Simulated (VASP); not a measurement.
A run of VASP 6.6.1 is set up as follows.

INCAR

```
SYSTEM = Sn
PREC = Accurate
ENCUT = 520
EDIFF = 1E-6
ISMEAR = 0
SIGMA = 0.15
LREAL = .FALSE.
LASPH = .TRUE.
NELM = 80
ALGO = Fast
ISIF = 2
LWAVE = .FALSE.
LCHARG = .FALSE.
GGA = PS
NBANDS = 21
```

KPOINTS

```
Automatic mesh
0
G
  12 12 12
  0 0 0
```

The input POSCAR:

```
Sn
1.0
    0.0000000000      3.1969160000      3.2456000000
    3.2456000000      0.0000000000      3.2456000000
    3.2456000000      3.1969160000      0.0000000000
Sn
2
Direct
    0.5000000000      0.5000000000      0.5000000000
    0.7500000000      0.7500000000      0.7500000000
```

Potentials or basis: VASP PAW PBE potentials, release 64 (Sn_d).

Command:

```bash
$ cat potpaw_PBE.64/Sn_d/POTCAR > POTCAR
$ mpirun -np 1 vasp_std > vasp.out
```

Question: What does it give for the band gap on the k mesh?

Answer: Zero (bands 14 and 15 overlap by 0.09 eV).

Question: What does it give for the pressure?

Answer: 1.6 GPa.

Stress tensor (GPa, compression positive):
```
1.49 0.00 0.00
0.00 1.94 0.00
0.00 0.00 1.49
```

Caveat: the cell differs from its parent crystal (strain -0.0150 x Voigt [0, 1, 0, 0, 0, 0]); the PAW data sets were made with another functional, which shifts forces and pressure a little; spin-orbit coupling is left out, which moves the levels of the heavy elements.
